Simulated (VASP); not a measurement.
# Cu (Fm-3m) in VASP: notebook

Cu is run at these levels: LDA; tasks: relaxation of cell and atoms, single point.

All numbers are computed with VASP 6.6.1; they aren't measurements. Logs are shortened: lines on timing, memory, paths and dates and some standing lists are left out, and cuts for length are marked.

### Step 1. The cell of the first run

It takes space group Fm-3m (No. 225, cubic). The conventional cell has a = 3.615 Å, b = 3.615 Å, c = 3.615 Å, α = 90.00°, β = 90.00°, γ = 90.00°. Cu (site symmetry m-3m) has 12 Cu at 2.56 Å within 3.4 Å.

### Step 2. Relaxation of cell and atoms, LDA

Contents of INCAR:

```
PREC = Accurate ; ENCUT = 600
EDIFF = 1E-6 ; ISMEAR = -1
SIGMA = 0.05 ; LREAL = F
LASPH = T ; NELM = 100
ALGO = Normal ; ISIF = 3
LWAVE = F ; LCHARG = F
IBRION = 2 ; NSW = 60
EDIFFG = -0.005
```

Contents of KPOINTS:

```
Automatic mesh
0
Gamma
  18 18 18
```

Contents of POSCAR:

```
Cu
1.0
    0.0000000000      1.8074791684      1.8074791684
    1.8074791684      0.0000000000      1.8074791684
    1.8074791684      1.8074791684      0.0000000000
Cu
1
Direct
    0.0000000000      0.0000000000      0.0000000000
```

Potentials or basis: VASP PAW LDA potentials, release 64 (Cu).

The run is started by

```bash
cat potpaw_LDA.64/Cu/POTCAR > POTCAR
mpirun -np 1 vasp_std > vasp.out
```

OUTCAR:

```text
PREC = Accurate
   ENCUT = 600
   EDIFF = 1E-6
   ISMEAR = -1
   LREAL = F
   LASPH = T
   NELM = 100
   ISIF = 3
   IBRION = 2
   NSW = 60
   EDIFFG = -0.005

 ion  position               nearest neighbor table
   1  0.000  0.000  0.000-

  LATTYP: Found a face centered cubic cell.
 ALAT       =     3.6149583368

  Lattice vectors:

 A1 = (   0.0000000000,   1.8074791684,   1.8074791684)
 A2 = (   1.8074791684,   0.0000000000,   1.8074791684)
 A3 = (   1.8074791684,   1.8074791684,   0.0000000000)

Analysis of symmetry for initial positions (statically):
=====================================================================
 Subroutine PRICEL returns:
 Original cell was already a primitive cell.

 Routine SETGRP: Setting up the symmetry group for a
 face centered cubic supercell.

 Subroutine GETGRP returns: Found 48 space group operations
 (whereof 48 operations were pure point group operations)
 out of a pool of 48 trial point group operations.

The static configuration has the point symmetry O_h .

Analysis of symmetry for dynamics (positions and initial velocities):
=====================================================================
 Subroutine PRICEL returns:
 Original cell was already a primitive cell.

 Routine SETGRP: Setting up the symmetry group for a
 face centered cubic supercell.

 Subroutine GETGRP returns: Found 48 space group operations
 (whereof 48 operations were pure point group operations)
 out of a pool of 48 trial point group operations.

The dynamic configuration has the point symmetry O_h .

 Subroutine INISYM returns: Found 48 space group operations
 (whereof 48 operations are pure point group operations),
 and found     1 'primitive' translations

----------------------------------------------------------------------------------------

                                     Primitive cell

  volume of cell :      11.8100

  direct lattice vectors                    reciprocal lattice vectors
     0.000000000  1.807479168  1.807479168    -0.276628361  0.276628361  0.276628361
     1.807479168  0.000000000  1.807479168     0.276628361 -0.276628361  0.276628361
     1.807479168  1.807479168  0.000000000     0.276628361  0.276628361 -0.276628361

  length of vectors
     2.556161554  2.556161554  2.556161554     0.479134376  0.479134376  0.479134376

  position of ions in fractional coordinates (direct lattice)
     0.000000000  0.000000000  0.000000000

  ion indices of the primitive-cell ions
   primitive index   ion index
                 1           1

----------------------------------------------------------------------------------------

 KPOINTS: Automatic mesh

Automatic generation of k-mesh.
 Grid dimensions read from file:
 generate k-points for:   18   18   18

 Generating k-lattice:

  Cartesian coordinates                     Fractional coordinates (reciprocal lattice)
    -0.015368242  0.015368242  0.015368242     0.055555556  0.000000000  0.000000000
     0.015368242 -0.015368242  0.015368242     0.000000000  0.055555556  0.000000000
     0.015368242  0.015368242 -0.015368242     0.000000000  0.000000000  0.055555556

  Length of vectors
     0.026618576  0.026618576  0.026618576

  Shift w.r.t. Gamma in fractional coordinates (k-lattice)
     0.000000000  0.000000000  0.000000000

 Subroutine IBZKPT returns following result:
 ===========================================

 Found    195 irreducible k-points:

 Following reciprocal coordinates:
            Coordinates               Weight
  0.000000  0.000000  0.000000      1.000000
  0.055556  0.000000  0.000000      8.000000
  0.111111  0.000000  0.000000      8.000000
  0.166667  0.000000  0.000000      8.000000
  0.222222  0.000000  0.000000      8.000000
  0.277778  0.000000  0.000000      8.000000
[... 16 lines left out ...]
 -0.277778  0.055556  0.000000     24.000000
 -0.222222  0.055556  0.000000     24.000000
 [... further k-points ...]
   k-points           NKPTS =    195   k-points in BZ     NKDIM =    195   number of bands    NBANDS=      9
   number of dos      NEDOS =    301   number of ions     NIONS =      1
   total plane-waves  NPLWV =   8000
   dimension x,y,z NGX =    20 NGY =   20 NGZ =   20
   dimension x,y,z NGXF=    40 NGYF=   40 NGZF=   40
   ions per type =               1
   NGX,Y,Z   is equivalent  to a cutoff of  13.01, 13.01, 13.01 a.u.
   NGXF,Y,Z  is equivalent  to a cutoff of  26.01, 26.01, 26.01 a.u.
 SYSTEM =  unknown system
   PREC   = accura    normal or accurate (medium, high low for compatibility)
   ISTART =      0    job   : 0-new  1-cont  2-samecut
   ICHARG =      2    charge: 1-file 2-atom 10-const
   ISPIN  =      1    spin polarized calculation?
   LNONCOLLINEAR =      F non collinear calculations
   LSORBIT =      F    spin-orbit coupling
   LASPH  =      T    aspherical Exc in radial PAW
   ENCUT  =  600.0 eV  44.10 Ry    6.64 a.u.   5.11  5.11  5.11*2*pi/ulx,y,z
   NELM   =    100;   NELMIN=  2; NELMDL= -5     # of ELM steps
   EDIFF  = 0.1E-05   stopping-criterion for ELM
   LREAL  =      F    real-space projection
   EDIFFG = -.5E-02   stopping-criterion for IOM
   NSW    =     60    number of steps for IOM
   IBRION =      2    ionic relax: 0-MD 1-quasi-New 2-CG
   NFREE  =      1    steps in history (QN), initial steepest desc. (CG)
   ISIF   =      3    stress and relaxation
   ISYM   =      2    0-nonsym 1-usesym 2-fastsym
   POTIM  = 0.5000    time-step for ionic-motion
   TEBEG  =    0.0;   TEEND  =   0.0 temperature during run
   PSTRESS=    0.0 pullay stress
   NELECT =      11.0000    total number of electrons
   NUPDOWN=      -1.0000    fix difference up-down
   EMIN   =  10.00;   EMAX   =-10.00  energy-range for DOS
   EFERMI =   0.00;   METHOD = LEGACY
   ISMEAR =    -1;   SIGMA  =   0.05  broadening in eV -4-tet -1-fermi 0-gaus
   EFERMI_NEDOS =   21; number of points for ismear=-14 and -15
   IALGO  =     38    algorithm
   IMIX   =      4    mixing-type and parameters
     AMIX     =   0.40;   BMIX     =  1.00
     AMIX_MAG =   1.60;   BMIX_MAG =  1.00
  volume/ion in A,a.u.               =      11.81        79.70
  Fermi-wavevector in a.u.,A,eV,Ry     =   1.598781  3.021259 34.777880  2.556102
  Thomas-Fermi vector in A             =   2.696177
   LORBIT       =      0    0 simple, 1 ext, 2 COOP (PROOUT), +10 PAW based schemes
   GGA     = CA    functional components
   LHFCALC =     F    Hartree Fock is set to
   AEXX    =    0.0000 exact exchange contribution
   IVDW    =     0    specifies the selected vdW correction
   LEPSILON=     F    determine dielectric tensor
   LRPA    =     F    only Hartree local field effects (RPA)
 conjugate gradient relaxation of ions
 non-spin polarized calculation
  energy-cutoff  :      600.00
  volume of cell :       11.81
 maximum number of plane-waves:       411
   NGX = 11   NGY = 11   NGZ = 11

--------------------------------------- Ionic step        1  -------------------------------------------

 number of electron      11.0000001 magnetization

 Free energy of the ion-electron system (eV)
  ---------------------------------------------------
  ext. energy  EPLUGINS =         0.00000000
  ---------------------------------------------------
  free energy    TOTEN  =        -4.67541012 eV

  energy without entropy =       -4.67299992  energy(sigma->0) =       -4.67420502

------------------------ aborting loop because EDIFF is reached ----------------------------------------

  FORCE on cell =-STRESS in cart. coord.  units (eV):
  Direction    XX          YY          ZZ          XY          YZ          ZX
  --------------------------------------------------------------------------------------
  -------------------------------------------------------------------------------------
  Total       -0.8528850     -0.8528850     -0.8528850     -0.0000000     -0.0000000      0.0000000
  in kB     -115.7047433   -115.7047433   -115.7047433     -0.0000000     -0.0000000      0.0000000
  external PRESSURE =    -115.7047433 kB  Pullay stress =       0.0000000 kB
[... 125 lines left out ...]
  energy  without entropy=       -4.7065219983  energy(sigma->0) =       -4.70784980

--------------------------------------- Ionic step        5  -------------------------------------------

 number of electron      11.0000002 magnetization

 Free energy of the ion-electron system (eV)
  ---------------------------------------------------
  ext. energy  EPLUGINS =         0.00000000
  ---------------------------------------------------
  free energy    TOTEN  =        -4.70918376 eV

  energy without entropy =       -4.70653084  energy(sigma->0) =       -4.70785730

 E-fermi :   8.2984     XC(G=0): -13.5501

 val. band max:        8.2766936141   @ k =   0.5000   0.1111   0.0000
 cond. band min:       8.3120989309   @ k =  -0.4444   0.1111   0.0556
 fundamental gap:      0.0354053168
 Fermi energy:         8.2983599102

 k-point     1 :       0.0000    0.0000    0.0000
  band No.  band energies     occupation
      1      -1.6135      2.00000
      2       5.0127      2.00000
      3       5.0127      2.00000
      4       5.0127      2.00000
      5       5.9546      2.00000
      6       5.9546      2.00000
      7      31.6026      0.00000
      8      34.6769      0.00000
      9      34.6769      0.00000
[... 265 lines left out ...]
 k-point    24 :      -0.2222    0.0556    0.0000
  band No.  band energies     occupation
      1       0.5611      2.00000
      2       4.6838      2.00000
      3       5.1918      2.00000
      4       5.2350      2.00000
      5       5.8960      2.00000
      6       6.1725      2.00000
      7      21.9578      0.00000
      8      29.1790      0.00000
      9      32.8861      0.00000

 [... further k-points ...]

------------------------ aborting loop because EDIFF is reached ----------------------------------------

  FORCE on cell =-STRESS in cart. coord.  units (eV):
  Direction    XX          YY          ZZ          XY          YZ          ZX
  --------------------------------------------------------------------------------------
  -------------------------------------------------------------------------------------
  Total       -0.0047642     -0.0047642     -0.0047642      0.0000000     -0.0000000      0.0000000
  in kB       -0.6970850     -0.6970850     -0.6970850      0.0000000     -0.0000000      0.0000000
  external PRESSURE =      -0.6970850 kB  Pullay stress =       0.0000000 kB
[... 16 lines left out ...]
  FREE ENERGIE OF THE ION-ELECTRON SYSTEM (eV)
  ---------------------------------------------------
  free  energy   TOTEN  =        -4.7091837583 eV

  energy  without entropy=       -4.7065308437  energy(sigma->0) =       -4.70785730

 reached required accuracy - stopping structural energy minimisation
```

Run time: 24 s. Hardware: 1 thread of Intel Xeon 6975P-C (Granite Rapids), shared host; peak memory 0.14 GiB.

Results:

- Free energy: -4.7092 eV
- Relaxed volume: 10.95 Å³/atom
- Relaxed cell: a = 2.493 Å, b = 2.493 Å, c = 2.493 Å, α = 60.00°, β = 60.00°, γ = 60.00°
- Space group after relaxing (to 0.05 Å): Fm-3m (No. 225)
- Energy gained by relaxing: 33.8 meV/atom
- Ionic steps: 5
- Pressure after relaxing: -0.1 GPa

Step by step:
```csv
step,energy change (eV),largest force (eV/Å),pressure (GPa),volume (Å³)
1,0.0000,0.0000,-11.57,11.81
2,-0.0175,0.0000,10.30,10.41
3,-0.0338,0.0000,-0.09,10.95
4,-0.0338,0.0000,0.20,10.93
5,-0.0338,0.0000,-0.07,10.95
```

Final structure:
```yaml
crystal:
  lattice:
    - [0.00000, 1.76249, 1.76249]
    - [1.76249, 0.00000, 1.76249]
    - [1.76249, 1.76249, 0.00000]
  atoms:
    - { symbol: Cu, position: [0.00000, 0.00000, 0.00000] }
```

Levels at points of the mesh, in eV from the Fermi level:
```
           k point  band 2  band 3  band 4  band 5  band 6  band 7  band 8  band 9
(0.00, 0.00, 0.00)   -3.29   -3.29   -3.29   -2.34   -2.34   23.30   26.38   26.38
(0.50, 0.00, 0.00)   -3.32   -3.32   -1.71   -1.71   -1.18    4.15   21.79   23.14
(0.50, 0.50, 0.00)   -4.85   -1.72   -1.55   -1.55    1.46    7.69   13.63   13.63
```

### Step 3. Single point, LDA (volume scaled by 0.45)

Contents of INCAR:

```
SYSTEM = Cu
PREC     = Accurate       ! precision mode
ENCUT    = 520            ! plane-wave cutoff, eV
EDIFF    = 1E-6           ! SCF threshold, eV
ISMEAR   = -1             ! smearing method
SIGMA    = 0.05           ! smearing width, eV
LREAL    = .False.        ! projectors in reciprocal space
LASPH    = .True.         ! aspherical terms in the spheres
NELM     = 80             ! most SCF steps
ALGO     = Normal         ! electronic algorithm
ISIF     = 2              ! what is computed and relaxed
LWAVE    = .False.        ! write WAVECAR
LCHARG   = .False.        ! write CHGCAR
NBANDS   = 12             ! bands
```

Contents of KPOINTS:

```
regular mesh
0
Gamma
  18 18 18
  0 0 0
```

Contents of POSCAR:

```
Cu
1.0
    0.0000000000      1.3481888179      1.3481888179
    1.3481888179      0.0000000000      1.3481888179
    1.3481888179      1.3481888179      0.0000000000
Cu
1
Direct
    0.0000000000      0.0000000000      0.0000000000
```

Potentials or basis: VASP PAW LDA potentials, release 64 (Cu).

The run is started by

```bash
cat potpaw_LDA.64/Cu/POTCAR > POTCAR
mpirun -np 1 vasp_std > vasp.out
```

It took 6.9 s on 1 thread of Intel Xeon 6975P-C, shared host; peak memory 0.12 GiB.

The run converged, but its numbers aren't listed here, since they failed a check.

Caveat: the cell differs from its parent crystal (volume scaled by 0.45).

### Step 4. Single point, LDA (volume scaled by 0.45)

Contents of INCAR:

```
SYSTEM = Cu
  PREC = Accurate
  ENCUT = 520
  EDIFF = 1E-7
  ISMEAR = -1
  SIGMA = 0.05
  LREAL = .FALSE.
  LASPH = .TRUE.
  NELM = 60
  ALGO = Normal
  ISIF = 2
  LWAVE = .FALSE.
  LCHARG = .FALSE.
  GGA = CA
  NBANDS = 12
```

Contents of KPOINTS:

```
regular mesh
0
G
  18 18 18
  0 0 0
```

POSCAR is that of step 3.

The run is started by

```bash
cat potpaw_LDA.64/Cu/POTCAR > POTCAR
mpirun -np 1 vasp_std > vasp.out
```

Wall time 6 s (1 thread of Intel Xeon 6975P-C, shared host); peak memory 0.12 GiB.

The run converged, but its numbers aren't listed here, since they failed a check.

Caveat: the cell differs from its parent crystal (volume scaled by 0.45).

### Step 5. Single point, LDA (volume scaled by 0.55)

Contents of INCAR:

```
ALGO = Normal
EDIFF = 1E-6
ENCUT = 520
GGA = CA
ISIF = 2
ISMEAR = -1
LASPH = True
LCHARG = False
LREAL = False
LWAVE = False
NBANDS = 12
NELM = 60
PREC = Accurate
SIGMA = 0.05
```

Contents of KPOINTS:

```
k-points
0
Gamma
  18 18 18
```

Contents of POSCAR:

```
Cu
1.0
    0.0000000000      1.4414539722      1.4414539722
    1.4414539722      0.0000000000      1.4414539722
    1.4414539722      1.4414539722      0.0000000000
Cu
1
Direct
    0.0000000000      0.0000000000      0.0000000000
```

The run is started by

```bash
cat potpaw_LDA.64/Cu/POTCAR > POTCAR
mpirun -np 1 vasp_std > vasp.out
```

Wall time 6.8 s (1 thread of Intel Xeon 6975P-C, shared host); peak memory 0.12 GiB.

Results (log left out):

| Quantity | Value |
| --- | --- |
| Free energy | -0.4747 eV |
| Pressure | 492.9 GPa |

Levels at points of the mesh, in eV from the Fermi level:
| k point | band 2 | band 3 | band 4 | band 5 | band 6 | band 7 | band 8 | band 9 | band 10 | band 11 |
| --- | --- | --- | --- | --- | --- | --- | --- | --- | --- | --- |
| (0.00, 0.00, 0.00) | -7.01 | -7.01 | -7.01 | -4.63 | -4.63 | 26.34 | 34.95 | 34.95 | 34.95 | 41.53 |
| (0.50, 0.00, 0.00) | -7.16 | -7.16 | -3.81 | -3.02 | -3.02 | 8.39 | 24.66 | 33.58 | 33.58 | 36.69 |
| (0.50, 0.50, 0.00) | -10.91 | -3.06 | -2.61 | -2.61 | 0.71 | 12.86 | 18.70 | 18.70 | 26.15 | 35.04 |

Caveat: the cell differs from its parent crystal (volume scaled by 0.55).

### Step 6. Single point, LDA (volume scaled by 0.55)

Contents of INCAR:

```
ALGO = Normal ; EDIFF = 1E-6
ENCUT = 520 ; ISIF = 2
ISMEAR = -1 ; LASPH = T
LCHARG = F ; LREAL = F
LWAVE = F ; NBANDS = 12
NELM = 80 ; PREC = Accurate
SIGMA = 0.05
```

KPOINTS is that of step 5.

POSCAR is that of step 5.

Potentials or basis: VASP PAW LDA potentials, release 64 (Cu).

The run is started by

```bash
cat potpaw_LDA.64/Cu/POTCAR > POTCAR
mpirun -np 1 vasp_std > vasp.out
```

Run time: 7 s. Hardware: 1 thread of Intel Xeon 6975P-C, shared host; peak memory 0.12 GiB.

The run converged. Its results:

* Free energy: -0.4747 eV
* Pressure: 492.9 GPa

Levels at points of the mesh, in eV from the Fermi level:
| k point | band 3 | band 4 | band 5 | band 6 | band 7 | band 8 | band 9 | band 10 |
| --- | --- | --- | --- | --- | --- | --- | --- | --- |
| (0.00, 0.00, 0.00) | -7.01 | -7.01 | -4.63 | -4.63 | 26.34 | 34.95 | 34.95 | 34.95 |
| (0.50, 0.00, 0.00) | -7.16 | -3.81 | -3.02 | -3.02 | 8.39 | 24.66 | 33.58 | 33.58 |
| (0.50, 0.50, 0.00) | -3.06 | -2.61 | -2.61 | 0.71 | 12.86 | 18.70 | 18.70 | 26.15 |

Caveat: the cell differs from its parent crystal (volume scaled by 0.55).
